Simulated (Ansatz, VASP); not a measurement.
# One calculation of WS2, two programs

```
W S
1.0
    -3.14761    0.00000    0.00000
     0.00000    5.45181    0.00000
     1.57380   -0.90864   -6.37046
W S
2 4
Direct
  0.50156 0.50058 0.00312
  0.00046 0.00010 0.00091
  0.86991 0.61860 0.73981
  0.38621 0.13343 0.77241
  0.11583 0.71317 0.23166
  0.63214 0.20282 0.26429
```

Change from the starting cell: mode 11 (346.3 1/cm) frozen in, largest displacement +0.113 Å.

Alike in both runs: task single point; functional PBEsol; k mesh 10 × 6 × 10; occupations gaussian, width 0.05 eV; no spin polarisation.

|  | VASP | Ansatz |
| --- | --- | --- |
| version | VASP 6.6.1 | Ansatz 0.2.0 |
| potentials or method | VASP PAW PBE potentials, release 64 (W_sv, S), cutoff 520 eV | scalar-relativistic, plane waves, PAW |
| valence electrons in the cell | 52 | 52 |

|  | VASP | Ansatz | Ansatz less VASP |
| --- | --- | --- | --- |
| gap on the k mesh at the Fermi level (eV) | 1.09 | 1.08 | -0.015 |
| least direct gap on the mesh (eV) | 1.79 | 1.78 | -0.001 |
| pressure (GPa) | 1.2 | 1.1 | -0.11 |
| traceless stress, the component that is largest in VASP (GPa) | 0.52 | 0.53 | +0.011 |
| rms of the force components (eV/Å) | 0.765 | 0.761 | -0.0040 |

VASP's potentials were made for PBE, not for PBEsol. Atom by atom the forces differ by 0.010 eV/Å (rms over components).

Spin-orbit coupling is off throughout.
